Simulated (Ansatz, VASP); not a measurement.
## MgS in VASP and in Ansatz

File INCAR:

```
PREC     = Accurate       # precision mode
ENCUT    = 520            # plane-wave cutoff, eV
EDIFF    = 1E-6           # SCF threshold, eV
ISMEAR   = -1             # smearing method
SIGMA    = 0.05           # smearing width, eV
LREAL    = F              # projectors in reciprocal space
LASPH    = T              # aspherical terms in the spheres
NELM     = 60             # most SCF steps
ALGO     = Normal         # electronic algorithm
ISIF     = 2              # what is computed and relaxed
LWAVE    = F              # write WAVECAR
LCHARG   = T              # write CHGCAR
LELF     = T              # ELF
LVHAR    = T            
NBANDS   = 16             # bands
```

KPOINTS

```
Automatic mesh
0
Gamma
  8 8 4
```

Contents of POSCAR:

```
MgS
1.0
    3.9800937980      0.0000000000      0.0000000000
   -1.9900468990      3.4468623386      0.0000000000
    0.0000000000      0.0000000000      6.3453606289
S Mg
2 2
Direct
    0.6666666667      0.3333333333      0.8792441500
    0.3333333333      0.6666666667      0.3792441500
    0.3333333333      0.6666666667      0.9957548500
    0.6666666667      0.3333333333      0.4957548500
```

File input.yaml:

```yaml
crystal:
  lattice:
    - [3.980093798, 0.0, 0.0]
    - [-1.990046899, 3.4468623386, 0.0]
    - [0.0, 0.0, 6.3453606289]
  atoms:
    - { symbol: S, position: [0.6666666667, 0.3333333333, 0.87924415] }
    - { symbol: S, position: [0.3333333333, 0.6666666667, 0.37924415] }
    - { symbol: Mg, position: [0.3333333333, 0.6666666667, 0.99575485] }
    - { symbol: Mg, position: [0.6666666667, 0.3333333333, 0.49575485] }
kpoints:
  mp_grid: { grid: [8, 8, 4] }
scf:
  occupations: { method: fermi_dirac, width: 0.05 }
hamiltonian:
  xc: lda
  pseudopotentials: { kind: all_electron, lapw: { basis_error: 0.002 } }
output:
  forces: true
  stress: true
  eigenvalues: true
```

Change from the starting cell: volume scaled by 0.96.

Alike in both runs: task single point; functional LDA; k mesh 8 × 8 × 4; occupations fermi-dirac, width 0.05 eV; no spin polarisation.

|  | VASP | Ansatz |
| --- | --- | --- |
| version | VASP 6.6.1 | Ansatz 0.2.0 |
| potentials or method | VASP PAW LDA potentials, release 64 (S, Mg), cutoff 520 eV | all-electron LAPW, scalar-relativistic |

|  | VASP | Ansatz | Ansatz less VASP |
| --- | --- | --- | --- |
| gap on the k mesh at the Fermi level (eV) | 3.36 | 3.35 | -0.010 |
| least direct gap on the mesh (eV) | 3.36 | 3.35 | -0.010 |
| pressure (GPa) | 0.0 | 0.3 | +0.35 |
| traceless stress, the component that is largest in VASP (GPa) | -0.23 | -0.25 | -0.016 |
| rms of the force components (eV/Å) | 0.029 | 0.027 | -0.0014 |

LDA's correlation is that of Perdew and Zunger in VASP and of Perdew and Wang (1992) in Ansatz. Atom by atom the forces differ by 0.001 eV/Å (rms over components). Ansatz ran all-electron here, and VASP with PAW potentials.
